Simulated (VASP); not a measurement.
A run of VASP 6.6.1:

Contents of INCAR:

```
PREC = Accurate ; ENCUT = 500
EDIFF = 1E-6 ; ISMEAR = 0
SIGMA = 0.01 ; LREAL = F
LASPH = T ; NELM = 120
ALGO = Normal ; ISIF = 2
LWAVE = F ; LCHARG = F
NBANDS = 17 ; GGA_COMPAT = F
```

KPOINTS

```
Automatic mesh
0
Gamma
  6 6 6
```

POSCAR

```
SnTe
1.0
    0.0000000000      3.1082657258      3.1082657258
    3.1082657258      0.0000000000      3.1082657258
    3.1082657258      3.1082657258      0.0000000000
Sn Te
1 1
Direct
    0.0000000000      0.0000000000      0.0000000000
    0.5000000000      0.5000000000      0.5000000000
```

Potentials or basis: VASP PAW LDA potentials, release 64 (Sn_d, Te).

Launch:

```console
$ cat potpaw_LDA.64/Sn_d/POTCAR potpaw_LDA.64/Te/POTCAR > POTCAR
$ mpirun -np 1 vasp_std > vasp.out
```

Hardware: 1 thread of Intel Xeon 8259CL (shared host).

Question: How long does it take, and how much memory?

Answer: It took 18 s on 1 thread of Intel Xeon 8259CL (shared host), peak memory 0.16 GiB. Counts: scf iterations 12, k points 16.
